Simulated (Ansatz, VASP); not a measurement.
# One calculation of LiH, two programs

The input INCAR:

```
SYSTEM = LiH
PREC = Accurate ; ENCUT = 520
EDIFF = 1E-6 ; ISMEAR = 0
SIGMA = 0.01 ; LREAL = .FALSE.
LASPH = .TRUE. ; NELM = 100
ALGO = Normal ; ISIF = 2
LWAVE = .FALSE. ; LCHARG = .FALSE.
GGA = PE ; NBANDS = 12
```

File KPOINTS:

```
Automatic mesh
0
G
  9 9 6
  0 0 0
```

The input POSCAR:

```
LiH
1.0
    3.2548234142      0.0000000000      0.0000000000
   -1.6274117071      2.8187597615      0.0000000000
    0.0000000000      0.0000000000      4.0690682565
Li H
2 2
Direct
    0.3333333333      0.6666666667      0.2500000000
    0.6666666667      0.3333333333      0.7500000000
    0.6666666667      0.3333333333      0.2500000000
    0.3333333333      0.6666666667      0.7500000000
```

Input for Ansatz:

```yaml
crystal:
  lattice:
    - [3.2548234142, 0.0, 0.0]
    - [-1.6274117071, 2.8187597615, 0.0]
    - [0.0, 0.0, 4.0690682565]
  atoms:
    - { symbol: Li, position: [0.3333333333, 0.6666666667, 0.25] }
    - { symbol: Li, position: [0.6666666667, 0.3333333333, 0.75] }
    - { symbol: H, position: [0.6666666667, 0.3333333333, 0.25] }
    - { symbol: H, position: [0.3333333333, 0.6666666667, 0.75] }
kpoints:
  mp_grid: { grid: [9, 9, 6] }
hamiltonian:
  xc: pbe
scf:
  occupations: { method: fixed }
output:
  optics:
    e_range: [0, 14]
    de: 0.05
    sigma: 0.1
    bands: { spectra_wanted_up_to: 14 }
```

Alike in both runs: task single point; functional PBE; k mesh 9 × 9 × 6; no spin polarisation.

|  | VASP | Ansatz |
| --- | --- | --- |
| version | VASP 6.6.1 | Ansatz 0.2.0 |
| potentials or method | VASP PAW PBE potentials, release 64 (Li_sv, H) | plane waves, PAW |
| plane-wave cutoff (eV) | 520 | 420 |
| occupations | gaussian, width 0.01 eV | fixed |
| valence electrons in the cell | 8 | 8 |

Ansatz gave:

| Quantity | Value |
| --- | --- |
| gap on the k mesh at the Fermi level (eV) | 1.84 |

Problem. Estimate VASP's values.

Solution. gap on the k mesh at the Fermi level (eV): 1.83.

Noted on VASP's run: the cutoff is under 1.25 times that of the potentials, so the pressure is a little rough.
